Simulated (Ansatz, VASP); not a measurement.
## CdS in VASP and in Ansatz

```
Cd S
1.0
    -0.03732    2.93129    2.93129
     2.93129   -0.03732    2.93129
     2.93129    2.93129   -0.03732
Cd S
1 1
Direct
  0.99863 0.99863 0.99863
  0.25137 0.25137 0.25137
```

Change from the starting cell: epitaxial_111 strain +1.0%.

Alike in both runs: task single point; functional PBE; k mesh 8 × 8 × 8; occupations fermi-dirac, width 0.02 eV; no spin polarisation.

```csv
,VASP,Ansatz
version,VASP 6.6.1,Ansatz 0.2.0
potentials or method,"VASP PAW PBE potentials, release 64 (Cd, S)","plane waves, PAW"
plane-wave cutoff (eV),520,420
valence electrons in the cell,18,26
```

```csv
,VASP,Ansatz,Ansatz less VASP
gap on the k mesh at the Fermi level (eV),1.03,1.02,-0.002
pressure (GPa),1.1,0.7,-0.31
"traceless stress, the component that is largest in VASP (GPa)",0.32,0.32,-0.002
```

The functional is the same, so the differences come from potentials, cutoffs and numerics. VASP's potentials hold 18 valence electrons a cell and Ansatz's 26, so a difference there can come from the potentials and not from the codes.
